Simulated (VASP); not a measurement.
Write the native input for VASP 6.6.1 that does the following.

- Task: single point
- Functional: LDA
- Potentials or basis: VASP PAW LDA potentials, release 64 (Zr_sv)
- Cutoff: 520 eV
- k mesh: 16 × 16 × 10
- Occupations: methfessel-paxton, width 0.1 eV
- Spin: no spin polarisation
- Dipole correction: no
- Further INCAR settings: ALGO = Fast; EDIFF = 1e-07; NBANDS = 19

The structure of Zr lies in POSCAR:

```
Zr
1.0
    3.1482117138      0.0000000000      0.0000000000
   -1.5741058569      2.7264313206      0.0000000000
    0.0000000000      0.0000000000      5.0788963532
Zr
2
Direct
    0.3333333333      0.6666666667      0.2500000000
    0.6666666667      0.3333333333      0.7500000000
```

These files were run (other wordings do the same):

INCAR

```
SYSTEM = Zr
PREC = Accurate
ENCUT = 520
EDIFF = 1E-7
ISMEAR = 1
SIGMA = 0.1
LREAL = .False.
LASPH = .True.
NELM = 60
ALGO = Fast
ISIF = 2
LWAVE = .False.
LCHARG = .False.
GGA = CA
NBANDS = 19
```

KPOINTS

```
regular mesh
0
Gamma
  16 16 10
  0 0 0
```

Potentials or basis: VASP PAW LDA potentials, release 64 (Zr_sv).

The run is started by

```console
$ cat potpaw_LDA.64/Zr_sv/POTCAR > POTCAR
$ mpirun -np 1 vasp_std > vasp.out
```

Results of the run:

```
Pressure               : 0.1 GPa
Band gap on the k mesh : zero (bands 12 and 13 overlap by 1.27 eV)
```

Run time: 2.2 min on 1 thread of Intel(R) Xeon(R) 6975P-C (Granite Rapids) (shared host), peak memory 0.23 GiB.
